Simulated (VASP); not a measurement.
Runs of VASP 6.6.1 on Cd. The structure is that of space group P6/mmm (No. 191), or close to it. The cells are those of the table. This isn't the form of Cd at room conditions, which is hcp.

```tsv
task	cell	k mesh	gap on the mesh (eV)	pressure (GPa)
single point	a = 4.926, b = 4.926, c = 2.931 Å, angles 90.0, 90.0, 120.0°, 3 atoms	7 × 7 × 10	none	0.6
single point	a = 4.926, b = 4.926, c = 2.931 Å, angles 90.0, 90.0, 120.0°, 3 atoms	8 × 8 × 12	none	0.6
single point	a = 4.791, b = 4.791, c = 2.850 Å, angles 90.0, 90.0, 120.0°, 3 atoms	8 × 8 × 12	none	(a)
single point	a = 5.115, b = 5.115, c = 3.044 Å, angles 90.0, 90.0, 120.0°, 3 atoms	8 × 8 × 12	none	-4.8
single point	a = 4.720, b = 4.720, c = 2.809 Å, angles 90.0, 90.0, 120.0°, 3 atoms	8 × 8 × 12	none	12.8
relaxation of cell and atoms	relaxed from a = 4.959, b = 4.959, c = 3.040 Å, angles 90.0, 90.0, 120.0°, 3 atoms	7 × 7 × 10	none	0.0
single point	a = 4.991, b = 4.991, c = 2.969 Å, angles 90.0, 90.0, 120.0°, 3 atoms	8 × 8 × 12	none	-1.7
```

Alike in all rows: level LDA; potentials or basis VASP PAW LDA potentials, release 64 (Cd); no spin polarisation; cutoff (eV) 500; smearing fermi-dirac 0.1 eV.

Estimate the missing entries.

(a) 7.6.

Caveats: the cell stands under pressure (at least some runs); the cell stands under tension (at least some runs).

A k mesh can miss the band edges, and the runs leave out spin-orbit coupling on Cd.

A gap of «none» marks levels without a gap at the run's occupations.
